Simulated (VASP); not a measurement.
Input of a VASP 6.6.1 run:

The input INCAR:

```
SYSTEM = Ca
ALGO = Fast ; EDIFF = 1E-6
ENCUT = 520 ; ISIF = 2
ISMEAR = 0 ; LASPH = .True.
LCHARG = .False. ; LREAL = .False.
LWAVE = .False. ; NBANDS = 11
NELM = 60 ; PREC = Accurate
SIGMA = 0.15
```

Contents of KPOINTS:

```
k-points
0
Gamma
  14 14 14
  0 0 0
```

Contents of POSCAR:

```
Ca
1.0
    0.0000000000      2.7942000000      2.7942000000
    2.8500840000      0.0000000000      2.7942000000
    2.8500840000      2.7942000000      0.0000000000
Ca
1
Direct
    0.0000000000      0.0000000000      0.0000000000
```

Potentials or basis: VASP PAW LDA potentials, release 64 (Ca_sv).

Run with:

```sh
$ cat potpaw_LDA.64/Ca_sv/POTCAR > POTCAR
$ mpirun -np 1 vasp_std > vasp.out
```

Question: Predict the band gap on the k mesh.

Answer: Zero (bands 5 and 6 overlap by 0.31 eV).

Question: Predict the pressure.

Answer: -2.4 GPa.

Stress tensor (GPa, compression positive):
```
-2.46  0.00  0.00
 0.00 -2.30  0.00
 0.00  0.00 -2.30
```

Caveat: the cell differs from its parent crystal (strain +0.0200 x Voigt [1, 0, 0, 0, 0, 0]).
